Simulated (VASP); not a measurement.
A run of VASP 6.6.1:

The input INCAR:

```
SYSTEM = BAs
PREC = Accurate
ENCUT = 520
EDIFF = 1E-6
ISMEAR = 0
SIGMA = 0.01
LREAL = .FALSE.
LASPH = .TRUE.
NELM = 60
ALGO = Normal
ISIF = 2
LWAVE = .FALSE.
LCHARG = .FALSE.
GGA = PE
NBANDS = 11
```

The input KPOINTS:

```
regular mesh
0
G
  4 4 4
  0 0 0
```

File POSCAR:

```
BAs
1.0
    0.0000000000      2.3918676044      2.3918676044
    2.3918676044      0.0000000000      2.3918676044
    2.3918676044      2.3918676044      0.0000000000
B As
1 1
Direct
    0.0000000000      0.0000000000      0.0000000000
    0.2500000000      0.2500000000      0.2500000000
```

Potentials or basis: VASP PAW PBE potentials, release 64 (B, As).

Command:

```sh
$ cat potpaw_PBE.64/B/POTCAR potpaw_PBE.64/As/POTCAR > POTCAR
$ mpirun -np 1 vasp_std > vasp.out
```

Hardware: 1 thread of Intel(R) Xeon(R) 6975P-C (Granite Rapids) (shared host).

Question: How long does it take, and how much memory?

Answer: Wall time 5 s on 1 thread of Intel(R) Xeon(R) 6975P-C (Granite Rapids) (shared host), peak memory 0.15 GiB. Counts: scf iterations 12, k points 8.
